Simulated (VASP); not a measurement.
Runs of VASP 6.6.1 on W. The structure is orthorhombic, space group Pbcm (No. 57). Conventional cell: a = 2.810 Å, b = 4.864 Å, c = 4.924 Å, α = 90.00°, β = 90.00°, γ = 90.00°. Within 3.6 Å of W (site symmetry m) lie 12 W at 2.70 to 3.06 Å. 

| smearing | gap on the mesh (eV) | pressure (GPa) | largest force (eV/Å) |
| --- | --- | --- | --- |
| methfessel-paxton 0.3 eV | none | -5.9 | 0.19 |
| methfessel-paxton 0.1 eV | none | -5.7 | 0.24 |
| methfessel-paxton 0.05 eV | none | -5.7 | 0.24 |
| methfessel-paxton 0.2 eV | none | (a) | 0.23 |

Alike in all rows: task single point; level r2SCAN; potentials or basis VASP PAW PBE potentials, release 64 (W_sv); no spin polarisation; cell as given; k mesh 8 × 5 × 4; cutoff (eV) 550.

Fill in the values left out.

(a) -5.8.

Caveats: the cell stands under tension; the PAW data sets were made with another functional, which shifts forces and pressure a little; spin-orbit coupling is left out, which moves the levels of the heavy elements.

A k mesh can miss the band edges, and the runs leave out spin-orbit coupling on W.

A gap of «none» marks levels without a gap at the run's occupations.
